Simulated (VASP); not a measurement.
# Zr (P6_3/mmc) in VASP: notebook, part 3 of 3

VASP 6.6.1. The steps go on from the part before.

### Step 6. Single point, LDA (21.75 Å³/atom)

Input file INCAR:

```
SYSTEM = Zr
PREC = Accurate ; ENCUT = 520
EDIFF = 1E-7 ; ISMEAR = -1
SIGMA = 0.1 ; LREAL = .False.
LASPH = .True. ; NELM = 60
ALGO = Normal ; ISIF = 2
LWAVE = .False. ; LCHARG = .False.
NBANDS = 32
```

Input file KPOINTS:

```
regular mesh
0
Gamma
  13 13 4
  0 0 0
```

Input file POSCAR:

```
Zr
1.0
    3.1265238884      0.0000000000      0.0000000000
   -1.5632619442      2.7076491129      0.0000000000
    0.0000000000      0.0000000000     10.2769611226
Zr
4
Direct
    0.0000000000      1.0000000000      0.0000000000
    0.0000000000      1.0000000000      0.5000000000
    0.3333333333      0.6666666667      0.2500000000
    0.6666666667      0.3333333333      0.7500000000
```

Potentials or basis: VASP PAW LDA potentials, release 64 (Zr_sv).

The run is started by

```bash
cat potpaw_LDA.64/Zr_sv/POTCAR > POTCAR
mpirun -np 1 vasp_std > vasp.out
```

OUTCAR:

```text
SYSTEM = Zr
   PREC = Accurate
   ENCUT = 520
   EDIFF = 1E-7
   ISMEAR = -1
   LREAL = .False.
   LASPH = .True.
   NELM = 60
   ISIF = 2

 ion  position               nearest neighbor table
   1  0.000  0.000  0.000-   3 3.14   4 3.14   4 3.14   3 3.14   4 3.14   3 3.14
   2  0.000  0.000  0.500-   3 3.14   4 3.14   4 3.14   3 3.14   4 3.14   3 3.14
   3  0.333  0.667  0.250-   1 3.14   2 3.14   1 3.14   2 3.14   1 3.14   2 3.14
   4  0.667  0.333  0.750-   1 3.14   2 3.14   1 3.14   2 3.14   1 3.14   2 3.14

  LATTYP: Found a hexagonal cell.
 ALAT       =     3.1265238884
 C/A-ratio  =     3.2870246604

  Lattice vectors:

 A1 = (   3.1265238884,   0.0000000000,   0.0000000000)
 A2 = (  -1.5632619442,   2.7076491129,   0.0000000000)
 A3 = (   0.0000000000,   0.0000000000,  10.2769611226)

Analysis of symmetry for initial positions (statically):
=====================================================================
 Subroutine PRICEL returns:
 Original cell was already a primitive cell.

 Routine SETGRP: Setting up the symmetry group for a
 hexagonal supercell.

 Subroutine GETGRP returns: Found 24 space group operations
[... 170 lines left out ...]

 E-fermi :   9.4812     XC(G=0): -11.6067

 val. band max:        9.4772662612   @ k =   0.0000   0.0000   0.0000
 cond. band min:       9.4899571045   @ k =   0.2308   0.2308   0.0000
 fundamental gap:      0.0126908433
 Fermi energy:         9.4812339019

 k-point     1 :       0.0000    0.0000    0.0000
  band No.  band energies     occupation
      1     -38.8511      2.00000
      2     -38.7772      2.00000
      3     -38.7362      2.00000
      4     -38.6602      2.00000
      5     -17.6053      2.00000
      6     -17.0356      2.00000
[... 829 lines left out ...]
     31      11.2249      0.00000
     32      11.3957      0.00000

 [... further k-points ...]

------------------------ aborting loop because EDIFF is reached ----------------------------------------

  FORCE on cell =-STRESS in cart. coord.  units (eV):
  Direction    XX          YY          ZZ          XY          YZ          ZX
  --------------------------------------------------------------------------------------
  -------------------------------------------------------------------------------------
  Total        0.1034382      0.1034382      0.0625266      0.0000000      0.0000000     -0.0000000
  in kB        1.9049026      1.9049026      1.1514811      0.0000000      0.0000000     -0.0000000
  external PRESSURE =       1.6537621 kB  Pullay stress =       0.0000000 kB

 VOLUME and BASIS-vectors are now :
 -----------------------------------------------------------------------------
  energy-cutoff  :      520.00
  volume of cell :       87.00
      direct lattice vectors                 reciprocal lattice vectors
     3.126523888  0.000000000  0.000000000     0.319844030  0.184662037  0.000000000
    -1.563261944  2.707649113  0.000000000     0.000000000  0.369324074  0.000000000
     0.000000000  0.000000000 10.276961123     0.000000000  0.000000000  0.097305029

 POSITION                                       TOTAL-FORCE (eV/Angst)
 -----------------------------------------------------------------------------------
      0.00000      0.00000      0.00000         0.000000      0.000000     -0.000000
      0.00000      0.00000      5.13848         0.000000      0.000000     -0.000000
     -0.00000      1.80510      2.56924         0.000000     -0.000000     -0.000000
      1.56326      0.90255      7.70772        -0.000000      0.000000      0.000000
 -----------------------------------------------------------------------------------
    total drift:                               -0.000000      0.000000     -0.000000

  FREE ENERGIE OF THE ION-ELECTRON SYSTEM (eV)
  ---------------------------------------------------
  free  energy   TOTEN  =       -37.0922179551 eV

  energy  without entropy=      -36.8940951787  energy(sigma->0) =      -36.99315657
```

OSZICAR:

```text
N       E                     dE             d eps       ncg     rms          rms(c)
DAV:   1     0.498682801441E+03    0.49868E+03   -0.25723E+04  4032   0.151E+03
DAV:   2     0.187720196025E+01   -0.49681E+03   -0.48159E+03  4568   0.449E+02
DAV:   3    -0.363564214692E+02   -0.38234E+02   -0.36740E+02  6840   0.887E+01
DAV:   4    -0.383648018456E+02   -0.20084E+01   -0.19981E+01  5792   0.195E+01
DAV:   5    -0.384278377842E+02   -0.63036E-01   -0.63024E-01  5976   0.311E+00    0.231E+01
DAV:   6    -0.372980024399E+02    0.11298E+01   -0.17261E+00  4336   0.828E+00    0.946E+00
DAV:   7    -0.371010517586E+02    0.19695E+00   -0.11793E+00  5576   0.601E+00    0.161E+00
DAV:   8    -0.370900798576E+02    0.10972E-01   -0.13335E-01  5384   0.241E+00    0.129E+00
DAV:   9    -0.370927307666E+02   -0.26509E-02   -0.49423E-02  5144   0.182E+00    0.155E-01
DAV:  10    -0.370922140476E+02    0.51672E-03   -0.36229E-03  5272   0.491E-01    0.237E-02
DAV:  11    -0.370922167715E+02   -0.27238E-05   -0.22383E-04  5408   0.899E-02    0.225E-02
DAV:  12    -0.370922183518E+02   -0.15804E-05   -0.18245E-05  6064   0.287E-02    0.102E-02
DAV:  13    -0.370922180389E+02    0.31289E-06   -0.22509E-06  5008   0.114E-02    0.257E-03
DAV:  14    -0.370922179551E+02    0.83876E-07   -0.21680E-07  3872   0.343E-03
   1 F= -.37092218E+02 E0= -.36993157E+02  d E =-.198123E+00
```

Wall time 2.6 min (1 thread of Intel Xeon Platinum 8488C (Sapphire Rapids), shared host); peak memory 0.25 GiB.

Results:

```yaml
Free_energy: -37.0922 eV
Pressure: 0.2 GPa
Band_gap_on_the_k_mesh: zero (bands 24 and 25 overlap by 1.39 eV)
```

### Step 7. Single point, LDA (22.62 Å³/atom)

This run uses another cell than the first one, of 22.62 Å³/atom.

Input file INCAR:

```
  ALGO = Normal
  EDIFF = 1E-7
  ENCUT = 520
  ISIF = 2
  ISMEAR = -1
  LASPH = True
  LCHARG = False
  LREAL = False
  LWAVE = False
  NBANDS = 32
  NELM = 100
  PREC = Accurate
  SIGMA = 0.1
```

Input file KPOINTS:

```
k-points
0
Gamma
  13 13 4
```

Input file POSCAR:

```
Zr
1.0
    3.1676670788      0.0000000000      0.0000000000
   -1.5838335394      2.7432801610      0.0000000000
    0.0000000000      0.0000000000     10.4121998041
Zr
4
Direct
    0.0000000000      1.0000000000      0.0000000000
    0.0000000000      1.0000000000      0.5000000000
    0.3333333333      0.6666666667      0.2500000000
    0.6666666667      0.3333333333      0.7500000000
```

The run is started by

```bash
cat potpaw_LDA.64/Zr_sv/POTCAR > POTCAR
mpirun -np 1 vasp_std > vasp.out
```

Wall time 2.2 min (1 thread of Intel Xeon Platinum 8488C (Sapphire Rapids), shared host); peak memory 0.25 GiB.

Results (log left out):

- Free energy: -37.0557 eV
- Pressure: -3.6 GPa
- Band gap on the k mesh: zero (bands 24 and 25 overlap by 1.37 eV)

Stress tensor (GPa, compression positive):
```
-3.40  0.00  0.00
 0.00 -3.40  0.00
 0.00  0.00 -3.86
```

Levels at points of the mesh, in eV from the Fermi level:
```
           k point  band 22  band 23  band 24  band 25  band 26  band 27
(0.00, 0.00, 0.00)     0.00     0.78     0.78     0.85     0.91     0.91
(0.00, 0.00, 0.50)     0.47     0.48     0.48     0.93     0.93     0.93
```

Caveat: the cell stands under tension.

### Step 8. Summary

```csv
cell,k mesh,gap on the mesh (eV),pressure (GPa)
"a = 3.127, b = 3.127, c = 10.277 Å, angles 90.0, 90.0, 120.0°, 4 atoms",11 × 11 × 3,none,0.1
"a = 2.996, b = 2.996, c = 9.848 Å, angles 90.0, 90.0, 120.0°, 4 atoms",13 × 13 × 4,none,16.1
"a = 3.041, b = 3.041, c = 9.995 Å, angles 90.0, 90.0, 120.0°, 4 atoms",13 × 13 × 4,none,9.8
"a = 3.084, b = 3.084, c = 10.138 Å, angles 90.0, 90.0, 120.0°, 4 atoms",13 × 13 × 4,none,4.6
"a = 3.127, b = 3.127, c = 10.277 Å, angles 90.0, 90.0, 120.0°, 4 atoms",13 × 13 × 4,none,0.2
"a = 3.168, b = 3.168, c = 10.412 Å, angles 90.0, 90.0, 120.0°, 4 atoms",13 × 13 × 4,none,-3.6
```

Alike in all rows: task single point; level LDA; potentials or basis VASP PAW LDA potentials, release 64 (Zr_sv); no spin polarisation; cutoff (eV) 520; smearing fermi-dirac 0.1 eV.

Caveats: the cell stands under pressure (at least some runs); the cell stands under tension (at least some runs).

Total energies depend on the potentials used, so only differences within one code and one set of settings carry meaning.
